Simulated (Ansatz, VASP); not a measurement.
**One calculation of AlN, two programs**

INCAR

```
SYSTEM = AlN
PREC     = Accurate       ! precision mode
ENCUT    = 600            ! plane-wave cutoff, eV
EDIFF    = 1E-6           ! SCF threshold, eV
ISMEAR   = 0              ! smearing method
SIGMA    = 0.01           ! smearing width, eV
LREAL    = .FALSE.        ! projectors in reciprocal space
LASPH    = .TRUE.         ! aspherical terms in the spheres
NELM     = 120            ! most SCF steps
ALGO     = Normal         ! electronic algorithm
ISIF     = 2              ! what is computed and relaxed
LWAVE    = .FALSE.        ! write WAVECAR
LCHARG   = .FALSE.        ! write CHGCAR
GGA      = PE             ! functional
NBANDS   = 11             ! bands
GGA_COMPAT= .FALSE.
```

The input KPOINTS:

```
regular mesh
0
G
  10 10 10
  0 0 0
```

File POSCAR:

```
AlN
1.0
    0.0000000000      1.9670609010      1.9670609010
    1.9670609010      0.0000000000      1.9670609010
    1.9670609010      1.9670609010      0.0000000000
Al N
1 1
Direct
    0.0000000000      0.0000000000      0.0000000000
    0.5000000000      0.5000000000      0.5000000000
```

Input for Ansatz:

```yaml
crystal:
  lattice:
    - [0.0, 1.967060901, 1.967060901]
    - [1.967060901, 0.0, 1.967060901]
    - [1.967060901, 1.967060901, 0.0]
  atoms:
    - { symbol: Al, position: [0.0, 0.0, 0.0] }
    - { symbol: "N", position: [0.5, 0.5, 0.5] }
scf:
  occupations: { method: fixed }
output:
  forces: true
  stress: true
  eigenvalues: true
hamiltonian:
  xc: pbe
basis:
  ecutwfc: 520
kpoints:
  mp_grid: { grid: [10, 10, 10] }
```

Alike in both runs: task single point; functional PBE; k mesh 10 × 10 × 10; no spin polarisation.

```csv
,VASP,Ansatz
version,VASP 6.6.1,Ansatz 0.2.0
potentials or method,"VASP PAW PBE potentials, release 64 (Al, N), cutoff 600 eV","scalar-relativistic, plane waves, PAW"
occupations,"gaussian, width 0.01 eV",fixed
valence electrons in the cell,8,8
```

VASP gave:

- gap on the k mesh at the Fermi level (eV): 5.15
- least direct gap on the mesh (eV): 6.91

What did Ansatz give for the same quantities?

gap on the k mesh at the Fermi level (eV): 5.14; least direct gap on the mesh (eV): 6.90.
